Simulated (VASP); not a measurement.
# C (I-43d) in VASP: notebook, part 2 of 2

VASP 6.6.1. The steps go on from the part before.

**3. Relaxation of cell and atoms, PBE**

INCAR

```
  ALGO = Normal
  EDIFF = 1E-7
  EDIFFG = -0.04
  ENCUT = 600
  GGA = PE
  IBRION = 2
  ISIF = 3
  ISMEAR = 0
  LASPH = T
  LCHARG = F
  LREAL = F
  LWAVE = F
  NELM = 100
  NSW = 90
  PREC = Accurate
  SIGMA = 0.1
```

KPOINTS

```
k-points
0
Gamma
  6 6 6
```

POSCAR

```
C
1.0
   -2.2469683600      2.2469683600      2.2469683600
    2.2469683600     -2.2469683600      2.2469683600
    2.2469683600      2.2469683600     -2.2469683600
C
8
Direct
    0.5000000000      0.0000000000      0.4513301000
    0.4513301000      0.5000000000      0.0000000000
    0.0000000000      0.9513301000      0.5000000000
    0.9513301000      0.5000000000      0.0000000000
    0.0000000000      0.4513301000      0.5000000000
    0.5000000000      0.0000000000      0.9513301000
    0.5486699000      0.5486699000      0.5486699000
    0.0486699000      0.0486699000      0.0486699000
```

Potentials or basis: VASP PAW PBE potentials, release 64 (C).

Run with:

```console
$ cat potpaw_PBE.64/C/POTCAR > POTCAR
$ mpirun -np 1 vasp_std > vasp.out
```

OUTCAR:

```text
EDIFF = 1E-7
   EDIFFG = -0.04
   ENCUT = 600
   GGA = PE
   IBRION = 2
   ISIF = 3
   ISMEAR = 0
   LASPH = T
   LREAL = F
   NELM = 100
   NSW = 90
   PREC = Accurate

 ion  position               nearest neighbor table
   1  0.500  0.000  0.451-   6 1.95   6 1.95   4 1.97   7 1.97   7 1.97   4 1.97   3 1.97   3 1.97
                             2 2.04   8 2.04   5 2.04
   2  0.451  0.500  0.000-   4 1.95   4 1.95   3 1.97   6 1.97   7 1.97   6 1.97   3 1.97   7 1.97
                             1 2.04   8 2.04   5 2.04
   3  0.000  0.951  0.500-   5 1.95   5 1.95   1 1.97   2 1.97   8 1.97   8 1.97   1 1.97   2 1.97
                             7 2.04   6 2.04   4 2.04
   4  0.951  0.500  0.000-   2 1.95   2 1.95   1 1.97   5 1.97   8 1.97   5 1.97   1 1.97   8 1.97
                             6 2.04   3 2.04   7 2.04
   5  0.000  0.451  0.500-   3 1.95   3 1.95   6 1.97   4 1.97   7 1.97   4 1.97   7 1.97   6 1.97
                             8 2.04   1 2.04   2 2.04
   6  0.500  0.000  0.951-   1 1.95   1 1.95   5 1.97   2 1.97   8 1.97   5 1.97   2 1.97   8 1.97
                             4 2.04   3 2.04   7 2.04
   7  0.549  0.549  0.549-   8 1.95   8 1.95   5 1.97   1 1.97   2 1.97   1 1.97   5 1.97   2 1.97
                             6 2.04   4 2.04   3 2.04
   8  0.049  0.049  0.049-   7 1.95   7 1.95   6 1.97   3 1.97   3 1.97   4 1.97   6 1.97   4 1.97
                             1 2.04   2 2.04   5 2.04

  LATTYP: Found a body centered cubic cell.
 ALAT       =     4.4939367200

  Lattice vectors:

 A1 = (  -2.2469683600,   2.2469683600,   2.2469683600)
 A2 = (   2.2469683600,  -2.2469683600,   2.2469683600)
 A3 = (   2.2469683600,   2.2469683600,  -2.2469683600)

Analysis of symmetry for initial positions (statically):
=====================================================================
 Subroutine PRICEL returns:
 Original cell was already a primitive cell.

 Routine SETGRP: Setting up the symmetry group for a
 body centered cubic supercell.

 Subroutine GETGRP returns: Found 24 space group operations
 (whereof  3 operations were pure point group operations)
 out of a pool of 48 trial point group operations.

The static configuration has the point symmetry C_3 .
 The point group associated with its full space group is T_d .

Analysis of symmetry for dynamics (positions and initial velocities):
=====================================================================
 Subroutine PRICEL returns:
 Original cell was already a primitive cell.

 Routine SETGRP: Setting up the symmetry group for a
 body centered cubic supercell.

[... 121 lines left out ...]
   EMIN   =  10.00;   EMAX   =-10.00  energy-range for DOS
   EFERMI =   0.00;   METHOD = LEGACY
   ISMEAR =     0;   SIGMA  =   0.10  broadening in eV -4-tet -1-fermi 0-gaus
   EFERMI_NEDOS =   21; number of points for ismear=-14 and -15
   IALGO  =     38    algorithm
   IMIX   =      4    mixing-type and parameters
     AMIX     =   0.40;   BMIX     =  1.00
     AMIX_MAG =   1.60;   BMIX_MAG =  1.00
  volume/ion in A,a.u.               =       5.67        38.28
  Fermi-wavevector in a.u.,A,eV,Ry     =   1.457162  2.753637 28.889542  2.123321
  Thomas-Fermi vector in A             =   2.573996
   LORBIT       =      0    0 simple, 1 ext, 2 COOP (PROOUT), +10 PAW based schemes
   GGA     = PE    functional components
   LHFCALC =     F    Hartree Fock is set to
   AEXX    =    0.0000 exact exchange contribution
   IVDW    =     0    specifies the selected vdW correction
   LEPSILON=     F    determine dielectric tensor
   LRPA    =     F    only Hartree local field effects (RPA)
 conjugate gradient relaxation of ions
 non-spin polarized calculation
 Gauss-broadening in eV      SIGMA  =   0.10
  energy-cutoff  :      600.00
  volume of cell :       45.38
 maximum number of plane-waves:      1525
   NGX = 15   NGY = 15   NGZ = 15

--------------------------------------- Ionic step        1  -------------------------------------------

 number of electron      32.0000000 magnetization

 Free energy of the ion-electron system (eV)
  ---------------------------------------------------
  ext. energy  EPLUGINS =         0.00000000
  ---------------------------------------------------
  free energy    TOTEN  =       -37.61794694 eV

  energy without entropy =      -37.60305976  energy(sigma->0) =      -37.61050335

 E-fermi :  11.0418     XC(G=0): -13.9327

 val. band max:       11.0273789510   @ k =   0.5000   0.5000   0.1667
 cond. band min:      11.0810091251   @ k =   0.3333   0.3333   0.0000
 fundamental gap:      0.0536301741
 Fermi energy:        11.0418071046

 k-point     1 :       0.0000    0.0000    0.0000
  band No.  band energies     occupation
      1     -11.0773      2.00000
      2       0.1676      2.00000
      3       0.2520      2.00000
      4       0.2520      2.00000
      5       0.2520      2.00000
      6       0.4399      2.00000
[... 456 lines left out ...]
--------------------------------------- Ionic step        3  -------------------------------------------

 number of electron      32.0000000 magnetization

 Free energy of the ion-electron system (eV)
  ---------------------------------------------------
  ext. energy  EPLUGINS =         0.00000000
  ---------------------------------------------------
  free energy    TOTEN  =       -38.65670619 eV

  energy without entropy =      -38.64035663  energy(sigma->0) =      -38.64853141

 E-fermi :   8.2481     XC(G=0): -13.0366

 val. band max:        8.2124615013   @ k =  -0.3333   0.5000   0.1667
 cond. band min:       8.3044784767   @ k =   0.3333   0.0000   0.0000
 fundamental gap:      0.0920169754
 Fermi energy:         8.2480759077

 k-point     1 :       0.0000    0.0000    0.0000
  band No.  band energies     occupation
      1     -11.1430      2.00000
      2      -0.9095      2.00000
      3      -0.9095      2.00000
      4      -0.9095      2.00000
      5      -0.7382      2.00000
      6      -0.4362      2.00000
[... 408 lines left out ...]
  FREE ENERGIE OF THE ION-ELECTRON SYSTEM (eV)
  ---------------------------------------------------
  free  energy   TOTEN  =       -38.6567061947 eV

  energy  without entropy=      -38.6403566314  energy(sigma->0) =      -38.64853141

 reached required accuracy - stopping structural energy minimisation
```

OSZICAR:

```text
N       E                     dE             d eps       ncg     rms          rms(c)
DAV:   1     0.957704717363E+02    0.95770E+02   -0.18331E+04   672   0.165E+03
DAV:   2    -0.285657047025E+02   -0.12434E+03   -0.11498E+03   833   0.255E+02
DAV:   3    -0.373908588620E+02   -0.88252E+01   -0.81777E+01   952   0.507E+01
[... 25 lines left out ...]
DAV:   4    -0.386567221137E+02    0.85923E-05   -0.12663E-04  1011   0.700E-02    0.432E-02
DAV:   5    -0.386567056400E+02    0.16474E-04   -0.55257E-06   849   0.209E-02    0.306E-03
DAV:   6    -0.386567059255E+02   -0.28548E-06   -0.26780E-07   710   0.380E-03    0.196E-03
DAV:   7    -0.386567061766E+02   -0.25116E-06   -0.83708E-08   570   0.215E-03    0.354E-04
DAV:   8    -0.386567061947E+02   -0.18077E-07   -0.15363E-08   509   0.895E-04
   3 F= -.38656706E+02 E0= -.38648531E+02  d E =-.103876E+01
```

CONTCAR:

```text
C
   1.00000000000000
    -2.3862926461742853    2.3862926461742853    2.3862926461742853
     2.3862926461742853   -2.3862926461742853    2.3862926461742853
     2.3862926461742853    2.3862926461742853   -2.3862926461742853
  C
     8
Direct
     0.5000000000000000    0.0000000000000000    0.4515471884315262
     0.4515471884315262    0.5000000000000000    0.0000000000000000
     0.0000000000000000    0.9515471884315262    0.5000000000000000
     0.9515471884315262    0.5000000000000000    0.0000000000000000
     0.0000000000000000    0.4515471884315262    0.5000000000000000
     0.5000000000000000    0.0000000000000000    0.9515471884315262
     0.5484528115684738    0.5484528115684738    0.5484528115684738
     0.0484528115684737    0.0484528115684737    0.0484528115684737

  0.00000000E+00  0.00000000E+00  0.00000000E+00
  0.00000000E+00  0.00000000E+00  0.00000000E+00
  0.00000000E+00  0.00000000E+00  0.00000000E+00
  0.00000000E+00  0.00000000E+00  0.00000000E+00
  0.00000000E+00  0.00000000E+00  0.00000000E+00
  0.00000000E+00  0.00000000E+00  0.00000000E+00
  0.00000000E+00  0.00000000E+00  0.00000000E+00
  0.00000000E+00  0.00000000E+00  0.00000000E+00
```

Run time: 24 s. Hardware: 1 thread of Intel Xeon Platinum 8488C (Sapphire Rapids), shared host; peak memory 0.16 GiB.

Results:

```
Free energy                            : -38.6567 eV
Relaxed volume                         : 6.79 Å³/atom
Relaxed cell                           : a = 4.133 Å, b = 4.133 Å, c = 4.133 Å, α = 109.47°, β = 109.47°, γ = 109.47°
Space group after relaxing (to 0.05 Å) : I-43d (No. 220)
Energy gained by relaxing              : 129.8 meV/atom
Ionic steps                            : 3
Pressure after relaxing                : 0.1 GPa
Largest force after relaxing           : 0.023 eV/Å
Band gap on the k mesh                 : zero (band 16 reaches 11.55 eV, above the bottom of band 17 at 7.61 eV)
```

Forces on the atoms (eV/Å):
```
C   -0.013 -0.013  0.013
C    0.013 -0.013 -0.013
C   -0.013  0.013 -0.013
C    0.013 -0.013 -0.013
C   -0.013  0.013 -0.013
C   -0.013 -0.013  0.013
C    0.013  0.013  0.013
C    0.013  0.013  0.013
```

The path:
```csv
step,energy change (eV),largest force (eV/Å),pressure (GPa),volume (Å³)
1,0.0000,0.0205,43.01,45.38
2,-1.0133,0.0177,-4.58,56.13
3,-1.0388,0.0229,0.14,54.35
```

Final structure:
```
C
1.0
    -2.38629    2.38629    2.38629
     2.38629   -2.38629    2.38629
     2.38629    2.38629   -2.38629
C
8
Direct
  0.50000 0.00000 0.45155
  0.45155 0.50000 0.00000
  0.00000 0.95155 0.50000
  0.95155 0.50000 0.00000
  0.00000 0.45155 0.50000
  0.50000 0.00000 0.95155
  0.54845 0.54845 0.54845
  0.04845 0.04845 0.04845
```

Levels at points of the mesh, in eV from the Fermi level:
```tsv
k point	band 12	band 13	band 14	band 15	band 16	band 17	band 18	band 19	band 20	band 21
(0.00, 0.00, 0.00)	-7.95	-7.95	-1.00	-1.00	-1.00	0.17	4.78	4.78	4.78	4.95
(0.50, 0.00, 0.00)	-2.00	-1.90	-1.90	-1.24	-1.24	0.06	0.06	1.29	1.29	2.78
(0.50, 0.50, 0.50)	-3.16	-3.16	-3.16	3.30	3.30	3.40	3.40	3.40	3.40	3.40
```

Caveat: the volume moved by over 15 % at a fixed basis, so the end points are rough.
